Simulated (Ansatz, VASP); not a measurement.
**One calculation of InAs, two programs**

```
In As
1.0
     0.00000    3.14623    3.14623
     3.14623    0.00000    3.14623
     3.14623    3.14623    0.00000
In As
1 1
Direct
  0.00000 0.00000 0.00000
  0.25000 0.25000 0.25000
```

Change from the starting cell: hydrostatic strain +3.0%.

Alike in both runs: task single point; functional r2SCAN; k mesh 8 × 8 × 8; occupations fermi-dirac, width 0.02 eV; no spin polarisation.

```csv
,VASP,Ansatz
version,VASP 6.6.1,Ansatz 0.2.0
potentials or method,"VASP PAW PBE potentials, release 64 (In_d, As)","plane waves, PAW"
plane-wave cutoff (eV),520,500
valence electrons in the cell,18,28
```

```csv
,VASP,Ansatz,Ansatz less VASP
pressure (GPa),-4.1,-4.1,+0.02
```

VASP's potentials were made for PBE, not for r2SCAN. VASP's potentials hold 18 valence electrons a cell and Ansatz's 28, so a difference there can come from the potentials and not from the codes.
